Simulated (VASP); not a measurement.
Cu, 2 atoms in the cell. The structure is orthorhombic, space group Cmcm (No. 63). The conventional cell has a = 2.430 Å, b = 7.920 Å, c = 2.468 Å, α = 90.00°, β = 90.00°, γ = 90.00°. Within 3.2 Å of Cu (site symmetry m2m) lie 10 Cu at 2.43 to 2.53 Å. 

| Property | Result |
| --- | --- |
| Program | VASP 6.6.1 |
| Task | single point |
| Functional | PBEsol |
| Potentials or basis | VASP PAW PBE potentials, release 64 (Cu) |
| Cutoff | 520 eV |
| k mesh | 18 × 18 × 16 |
| Occupations | gaussian, width 0.1 eV |
| Spin | no spin polarisation |
| Hubbard terms | Cu d U = 5.0 eV |
| Dipole correction | no |
| Further INCAR settings | ALGO = Normal; EDIFF = 1e-06; NBANDS = 18 |

Potentials or basis: VASP PAW PBE potentials, release 64 (Cu).

Command:

```sh
$ cat potpaw_PBE.64/Cu/POTCAR > POTCAR
$ mpirun -np 1 vasp_std > vasp.out
```

Hardware: 1 thread of Intel Xeon 8259CL (shared host).

Problem. Estimate the wall time of this run.

Solution. Run time: 6.9 min on 1 thread of Intel Xeon 8259CL, with other jobs on the host, peak memory 0.39 GiB. Counts: scf iterations 12, k points 819.
